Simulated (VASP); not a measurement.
Input of a VASP 6.6.1 run:

The input INCAR:

```
SYSTEM = C
PREC     = Accurate       ! precision mode
ENCUT    = 600            ! plane-wave cutoff, eV
EDIFF    = 1E-7           ! SCF threshold, eV
ISMEAR   = 0              ! smearing method
SIGMA    = 0.1            ! smearing width, eV
LREAL    = .FALSE.        ! projectors in reciprocal space
LASPH    = .TRUE.         ! aspherical terms in the spheres
NELM     = 60             ! most SCF steps
ALGO     = Normal         ! electronic algorithm
ISIF     = 3              ! what is computed and relaxed
LWAVE    = .FALSE.        ! write WAVECAR
LCHARG   = .FALSE.        ! write CHGCAR
GGA      = PE             ! functional
IVDW     = 12             ! dispersion correction
IBRION   = 2              ! ionic algorithm
NSW      = 70             ! ionic steps
EDIFFG   = -0.008         ! ionic threshold
PSTRESS  = 600.0
```

File KPOINTS:

```
regular mesh
0
G
  24 24 8
  0 0 0
```

Contents of POSCAR:

```
C
1.0
    2.3597260605      0.0000000000      0.0000000000
   -1.1798630302      2.0435827143      0.0000000000
    0.0000000000      0.0000000000      5.2049284428
C
4
Direct
    0.0000000000      0.0000000000      0.7500000000
    0.0000000000      0.0000000000      0.2500000000
    0.3333333333      0.6666666667      0.2500000000
    0.6666666667      0.3333333333      0.7500000000
```

Potentials or basis: VASP PAW PBE potentials, release 64 (C).

The run is started by

```bash
$ cat potpaw_PBE.64/C/POTCAR > POTCAR
$ mpirun -np 1 vasp_std > vasp.out
```

Predict the band gap on the k mesh.

zero (bands 8 and 9 overlap by 0.50 eV).

Predict the relaxed volume.

6.12 Å³/atom.

Final structure:
```
C
1.0
     2.39092    0.00000    0.00000
    -1.19546    2.07060    0.00000
     0.00000    0.00000    4.94185
C
4
Direct
  0.00000 0.00000 0.75000
  0.00000 0.00000 0.25000
  0.33333 0.66667 0.25000
  0.66667 0.33333 0.75000
```

Caveat: the cell is relaxed towards a set pressure, so the run minimises the enthalpy, not the energy.
